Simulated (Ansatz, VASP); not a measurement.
## One calculation of S, two programs

```
CELL_PARAMETERS angstrom
0.00000 1.54433 1.54433
1.54433 0.00000 1.54433
1.54433 1.54433 0.00000
ATOMIC_POSITIONS crystal
S 0.00000 0.00000 0.00000
```

Change from the starting cell: volume scaled by 0.5, LAPW.

Alike in both runs: task single point; functional LDA; k mesh 16 × 16 × 16; occupations fermi-dirac, width 0.08 eV; no spin polarisation.

```csv
,VASP,Ansatz
version,VASP 6.6.1,Ansatz 0.2.0
potentials or method,"VASP PAW LDA potentials, release 64 (S), cutoff 520 eV","all-electron LAPW, scalar-relativistic"
```

```csv
,VASP,Ansatz,Ansatz less VASP
pressure (GPa),259.9,264.8,+4.92
```

LDA's correlation is that of Perdew and Zunger in VASP and of Perdew and Wang (1992) in Ansatz. Both programs put the cell under a high pressure, so it lies far from rest at this level. Ansatz ran all-electron here, and VASP with PAW potentials.

Noted on VASP's run: the cell as given lies far from equilibrium.
